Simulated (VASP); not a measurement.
Write the native input for VASP 6.6.1 that does the following.

- Task: single point
- Functional: PBE
- Potentials or basis: VASP PAW PBE potentials, release 64 (Au, Al)
- Cutoff: 520 eV
- k mesh: 2 × 2 × 2
- Occupations: fermi-dirac, width 0.05 eV
- Spin: no spin polarisation
- Dipole correction: no
- Further INCAR settings: LREAL = Auto; ALGO = Normal; EDIFF = 1e-06; NBANDS = 84

The structure of Al15Au8 (a cell with a defect) lies in POSCAR:

```
Al15Au8
1.0
    0.0000000000      6.0019200000      6.0019200000
    6.0019200000      0.0000000000      6.0019200000
    6.0019200000      6.0019200000      0.0000000000
Au Al
8 15
Direct
    0.0001987697     -0.0013440699     -0.0003119002
    0.0041650005     -0.0013089145      0.4976917386
    0.0002121821      0.5006637043     -0.0003248127
    0.0001828582      0.5007016921      0.4976473362
    0.4982084066     -0.0013389049      0.0036686594
    0.4981767501     -0.0013010837      0.4976689126
    0.4981537575      0.5006856139     -0.0003347262
    0.4981819151      0.5047144914      0.4976392554
    0.1240374747      0.1258239030      0.1235198070
    0.3830629199      0.3668177850      0.3825434194
    0.1240130658      0.1258549764      0.6248466324
    0.3830959926      0.3667770480      0.8657505432
    0.1246789361      0.6251727780      0.1241719316
    0.3746592757      0.8752135983      0.3741690992
    0.1240133157      0.6245243189      0.6248342197
    0.3830730833      0.8835652591      0.8657847822
    0.6253587185      0.1258378985      0.1235058115
    0.8662963685      0.3668150359      0.3825475015
    0.8746849342      0.3751814419      0.8741672665
    0.6253715478      0.6245016595      0.1234788201
    0.8662939526      0.8835767554      0.3825564153
    0.6253436400      0.6245365650      0.6248211406
    0.8663269420      0.8835364350      0.8658149392
```

These files were run (other wordings do the same):

INCAR

```
SYSTEM = Al15Au8
ALGO     = Normal         ! electronic algorithm
EDIFF    = 1E-6           ! SCF threshold, eV
ENCUT    = 520            ! plane-wave cutoff, eV
GGA      = PE             ! functional
ISIF     = 2              ! what is computed and relaxed
ISMEAR   = -1             ! smearing method
LASPH    = .TRUE.         ! aspherical terms in the spheres
LCHARG   = .FALSE.        ! write CHGCAR
LREAL    = Auto         
LWAVE    = .FALSE.        ! write WAVECAR
NBANDS   = 84             ! bands
NELM     = 80             ! most SCF steps
PREC     = Accurate       ! precision mode
SIGMA    = 0.05           ! smearing width, eV
```

KPOINTS

```
k-points
0
G
  2 2 2
  0 0 0
```

Potentials or basis: VASP PAW PBE potentials, release 64 (Au, Al).

Run with:

```sh
$ cat potpaw_PBE.64/Au/POTCAR potpaw_PBE.64/Al/POTCAR > POTCAR
$ mpirun -np 1 vasp_std > vasp.out
```

It gave:

- Pressure: 1.9 GPa
- Largest force: 0.008 eV/Å
- Band gap on the k mesh: zero (an odd number of electrons rules out a gap without spin polarisation)

Caveat: the k points lie up to 0.45 Å⁻¹ apart, too coarse for converged energies and pressures of a metal; spin-orbit coupling is left out, which moves the levels of the heavy elements.

Wall time 8.6 min on 1 thread of Oxide Virtual Turin-like Processor, with other jobs on the host, peak memory 0.6 GiB.
